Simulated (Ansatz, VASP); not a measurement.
**One calculation of Au, two programs**

File INCAR:

```
SYSTEM = Au
PREC     = Accurate       ! precision mode
ENCUT    = 520            ! plane-wave cutoff, eV
EDIFF    = 1E-6           ! SCF threshold, eV
ISMEAR   = 0              ! smearing method
SIGMA    = 0.15           ! smearing width, eV
LREAL    = .False.        ! projectors in reciprocal space
LASPH    = .True.         ! aspherical terms in the spheres
NELM     = 100            ! most SCF steps
ALGO     = Fast           ! electronic algorithm
ISIF     = 2              ! what is computed and relaxed
LWAVE    = .False.        ! write WAVECAR
LCHARG   = .False.        ! write CHGCAR
GGA      = PS             ! functional
NBANDS   = 12             ! bands
```

The input KPOINTS:

```
regular mesh
0
Gamma
  20 20 20
  0 0 0
```

File POSCAR:

```
Au
1.0
   -1.7401324500      1.7401324500      1.7401324500
    1.7401324500     -1.7401324500      1.7401324500
    1.7401324500      1.7401324500     -1.7401324500
Au
1
Direct
    0.0000000000      0.0000000000      0.0000000000
```

Input for Ansatz:

```yaml
crystal:
  lattice:
    - [-1.74013245, 1.74013245, 1.74013245]
    - [1.74013245, -1.74013245, 1.74013245]
    - [1.74013245, 1.74013245, -1.74013245]
  atoms:
    - { symbol: Au, position: [0.0, 0.0, 0.0] }
basis:
  ecutwfc: 420
kpoints:
  mp_grid: { grid: [20, 20, 20] }
hamiltonian:
  xc: pbesol
scf:
  occupations: { method: gaussian, width: 0.15 }
output:
  forces: true
  stress: true
  eigenvalues: true
```

Change from the starting cell: strain +0.050 along x and y, +0.050 along z, atoms carried along.

Alike in both runs: task single point; functional PBEsol; k mesh 20 × 20 × 20; occupations gaussian, width 0.15 eV; no spin polarisation.

|  | VASP | Ansatz |
| --- | --- | --- |
| version | VASP 6.6.1 | Ansatz 0.2.0 |
| potentials or method | VASP PAW PBE potentials, release 64 (Au), cutoff 520 eV | scalar-relativistic, plane waves, PAW |
| valence electrons in the cell | 11 | 19 |

```csv
,VASP,Ansatz,Ansatz less VASP
gap on the k mesh at the Fermi level (eV),none,none,-
pressure (GPa),-19.4,-19.4,+0.01
```

VASP's potentials were made for PBE, not for PBEsol. A gap of «none» marks a metal or a gap that the smearing closes. VASP's potentials hold 11 valence electrons a cell and Ansatz's 19, so a difference there can come from the potentials and not from the codes.

Spin-orbit coupling is off throughout.
